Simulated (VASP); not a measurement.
Set up this calculation in VASP 6.6.1, as the native input.

```yaml
Task: density of states
Functional: PBE
Potentials_or_basis: VASP PAW PBE potentials, release 64 (Fe)
Cutoff: 520 eV
k_mesh: 21 × 21 × 21
Occupations: fermi-dirac, width 0.1 eV
Spin: no spin polarisation
Dipole_correction: no
k_mesh_for_the_DOS: 32 × 32 × 32
Occupations_for_the_DOS: tetrahedron
Further_INCAR_settings: ALGO = Normal; EDIFF = 1e-07; NBANDS = 10
```

Fe:

```xyz
1
Lattice="-1.0423 1.0423 1.0423 1.0423 -1.0423 1.0423 1.0423 1.0423 -1.0423" Properties=species:S:1:pos:R:3 pbc="T T T"
Fe    0.0000    0.0000    0.0000
```

This cell differs from its parent crystal: volume scaled by 0.43.

These files were run (other wordings do the same):

POSCAR

```
Fe
1.0
   -1.0423114404      1.0423114404      1.0423114404
    1.0423114404     -1.0423114404      1.0423114404
    1.0423114404      1.0423114404     -1.0423114404
Fe
1
Direct
    0.0000000000      0.0000000000      0.0000000000
```

INCAR.step1

```
SYSTEM = Fe
PREC = Accurate ; ENCUT = 520
EDIFF = 1E-7 ; ISMEAR = -1
SIGMA = 0.1 ; LREAL = .False.
LASPH = .True. ; NELM = 60
ALGO = Normal ; ISIF = 2
LWAVE = .False. ; LCHARG = .True.
LMAXMIX = 4 ; GGA = PE
NBANDS = 10
```

KPOINTS.step1

```
regular mesh
0
Gamma
  21 21 21
  0 0 0
```

INCAR.step2

```
SYSTEM = Fe
PREC = Accurate ; ENCUT = 520
EDIFF = 1E-7 ; ISMEAR = -5
SIGMA = 0.1 ; LREAL = .False.
LASPH = .True. ; NELM = 60
ALGO = Normal ; ISIF = 2
LWAVE = .False. ; LCHARG = .False.
LMAXMIX = 4 ; GGA = PE
LORBIT = 11 ; NBANDS = 10
NEDOS = 1001 ; ICHARG = 11
```

KPOINTS.step2

```
regular mesh
0
Gamma
  32 32 32
  0 0 0
```

Potentials or basis: VASP PAW PBE potentials, release 64 (Fe).

Command:

```console
$ cat potpaw_PBE.64/Fe/POTCAR > POTCAR
$ cp INCAR.step1 INCAR
$ cp KPOINTS.step1 KPOINTS
$ mpirun -np 1 vasp_std > vasp.out
$ cp INCAR.step2 INCAR
$ cp KPOINTS.step2 KPOINTS
$ mpirun -np 1 vasp_std > vasp.out
```

Wall time 46 s on 1 thread of AMD EPYC 7R43 64-Core Processor (Zen 3), with other jobs on the host, peak memory 0.18 GiB.
